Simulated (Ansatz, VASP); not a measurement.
## One calculation of CsH, two programs

Contents of INCAR:

```
  PREC = Accurate
  ENCUT = 520
  EDIFF = 1E-6
  ISMEAR = 0
  SIGMA = 0.05
  LREAL = False
  LASPH = True
  NELM = 80
  ALGO = Normal
  ISIF = 2
  LWAVE = False
  LCHARG = True
  LELF = True
  LVHAR = True
  NBANDS = 12
```

Contents of KPOINTS:

```
Automatic mesh
0
Gamma
  8 8 8
```

The input POSCAR:

```
CsH
1.0
    0.0000000000      2.9329600000      3.0604800000
    2.9329600000      0.0000000000      3.0604800000
    2.9329600000      2.9329600000      0.0000000000
Cs H
1 1
Direct
    0.0000000000      0.0000000000      0.0000000000
    0.5000000000      0.5000000000      0.5000000000
```

Input for Ansatz:

```yaml
crystal:
  lattice:
    - [0.0, 2.93296, 3.06048]
    - [2.93296, 0.0, 3.06048]
    - [2.93296, 2.93296, 0.0]
  atoms:
    - { symbol: Cs, position: [0.0, 0.0, 0.0] }
    - { symbol: H, position: [0.5, 0.5, 0.5] }
basis:
  ecutwfc: 420
kpoints:
  mp_grid: { grid: [8, 8, 8] }
hamiltonian:
  xc: lda
scf:
  occupations: { method: gaussian, width: 0.05 }
output:
  forces: true
  stress: true
  eigenvalues: true
```

Change from the starting cell: strain -0.080 along x and y, -0.040 along z, atoms carried along.

Alike in both runs: task single point; functional LDA; k mesh 8 × 8 × 8; occupations gaussian, width 0.05 eV; no spin polarisation.

```csv
,VASP,Ansatz
version,VASP 6.6.1,Ansatz 0.2.0
potentials or method,"VASP PAW LDA potentials, release 64 (Cs_sv, H), cutoff 520 eV","scalar-relativistic, plane waves, PAW"
valence electrons in the cell,10,10
```

Ansatz gave:

| Property | Result |
| --- | --- |
| gap on the k mesh at the Fermi level (eV) | 1.60 |
| least direct gap on the mesh (eV) | 1.60 |
| pressure (GPa) | 1.1 |
| traceless stress, the component that is largest in VASP (GPa) | -1.16 |

Which values does VASP return?

gap on the k mesh at the Fermi level (eV): 1.56; least direct gap on the mesh (eV): 1.56; pressure (GPa): 1.2; traceless stress, the component that is largest in VASP (GPa): -1.19.

LDA's correlation is that of Perdew and Zunger in VASP and of Perdew and Wang (1992) in Ansatz.

Spin-orbit coupling is off throughout.
